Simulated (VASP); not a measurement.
Crystal: Al3Pd.

```
Pd Al
1.0
     3.86634    0.00000    0.00000
     0.00000    3.86634    0.00000
     0.00000    0.00000    3.86634
Pd Al
1 3
Cartesian
  0.0000 0.0000 0.0000
  1.9332 1.9332 0.0000
  1.9332 0.0000 1.9332
  0.0000 1.9332 1.9332
```

Base run:

| Quantity | Value |
| --- | --- |
| Program | VASP 6.6.1 |
| Functional | PBE |
| Potentials or basis | VASP PAW PBE potentials, release 64 (Pd, Al) |
| Cutoff | 500 eV |
| k mesh | 7 × 7 × 7 |
| Occupations | fermi-dirac, width 0.05 eV |
| Spin | no spin polarisation |

Its results: band gap on the k mesh zero (an odd number of electrons rules out a gap without spin polarisation); pressure 9.5 GPa.

Q: The run is repeated on the same cell with these changes: functional from PBE to r2SCAN; cutoff from 500 eV to 550 eV. What comes out?

A: Band gap on the k mesh zero (an odd number of electrons rules out a gap without spin polarisation); pressure 6.0 GPa.

Caveats: the cell stands under pressure; the PAW data sets were made with another functional, which shifts forces and pressure a little (at least some runs).
